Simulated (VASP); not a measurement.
Input of a VASP 6.6.1 run:

Contents of INCAR:

```
SYSTEM = ZrS2
ALGO = Normal ; EDIFF = 1E-6
ENCUT = 500 ; GGA = PS
GGA_COMPAT = .FALSE. ; ISIF = 2
ISMEAR = 0 ; IVDW = 13
LASPH = .TRUE. ; LCHARG = .FALSE.
LREAL = .FALSE. ; LWAVE = .FALSE.
NBANDS = 19 ; NELM = 120
PREC = Accurate ; SIGMA = 0.01
```

The input KPOINTS:

```
k-points
0
G
  6 6 4
  0 0 0
```

POSCAR

```
ZrS2
1.0
    3.6743619272      0.0000000000      0.0000000000
   -1.8371809636      3.1820907716      0.0000000000
    0.0000000000      0.0000000000      5.8571358081
Zr S
1 2
Direct
    0.0000000000      0.0000000000      0.0000000000
    0.6666666667      0.3333333333      0.7537648223
    0.3333333333      0.6666666667      0.2462351777
```

Potentials or basis: VASP PAW PBE potentials, release 64 (Zr_sv, S).

Launch:

```sh
$ cat potpaw_PBE.64/Zr_sv/POTCAR potpaw_PBE.64/S/POTCAR > POTCAR
$ mpirun -np 1 vasp_std > vasp.out
```

Problem. Predict the band gap on the k mesh.

Solution. 0.81 eV, indirect (least direct gap 1.45 eV).

Problem. What does it give for the pressure?

Solution. -2.9 GPa.

Problem. Predict the dispersion energy per atom.

Solution. -0.157 eV.

Problem. Estimate the largest force.

Solution. 0.128 eV/Å.

Forces on the atoms (eV/Å):
```
Zr   0.000  0.000  0.000
S    0.000  0.000  0.128
S    0.000  0.000 -0.128
```

Caveat: the PAW data sets were made with another functional, which shifts forces and pressure a little. A k mesh can miss the band edges.
